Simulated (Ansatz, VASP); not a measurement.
## One calculation of P, two programs

```xyz
4
Lattice="1.6477 -5.4650 0.0000 1.6477 5.4650 0.0000 0.0000 0.0000 4.5436" Properties=species:S:1:pos:R:3 pbc="T T T"
P     1.6477   -4.4173    2.6754
P     1.6477    4.4173    1.8683
P     1.6477   -1.0477    0.4035
P     1.6477    1.0477    4.1401
```

Alike in both runs: functional BLYP; k mesh 8 × 8 × 6; occupations fermi-dirac, width 0.05 eV; no spin polarisation.

|  | VASP | Ansatz |
| --- | --- | --- |
| version | VASP 6.6.1 | Ansatz 0.2.0 |
| potentials or method | VASP PAW PBE potentials, release 64 (P) | Ansatz PAW |
| plane-wave cutoff (eV) | 520 | 420 |
| valence electrons in the cell | 20 | 20 |
| task | single point | band structure |

|  | VASP | Ansatz | Ansatz less VASP |
| --- | --- | --- | --- |
| gap on the k mesh at the Fermi level (eV) | 0.21 | 0.19 | -0.016 |
| least direct gap on the mesh (eV) | 0.21 | 0.19 | -0.016 |
| pressure (GPa) | 6.2 | 6.4 | +0.15 |
| traceless stress, the component that is largest in VASP (GPa) | -0.71 | -0.70 | +0.006 |
| rms of the force components (eV/Å) | 0.250 | 0.269 | +0.0190 |

VASP's potentials were made for PBE, not for BLYP. Atom by atom the forces differ by 0.020 eV/Å (rms over components). The functional is the same, so the differences come from potentials, cutoffs and numerics.
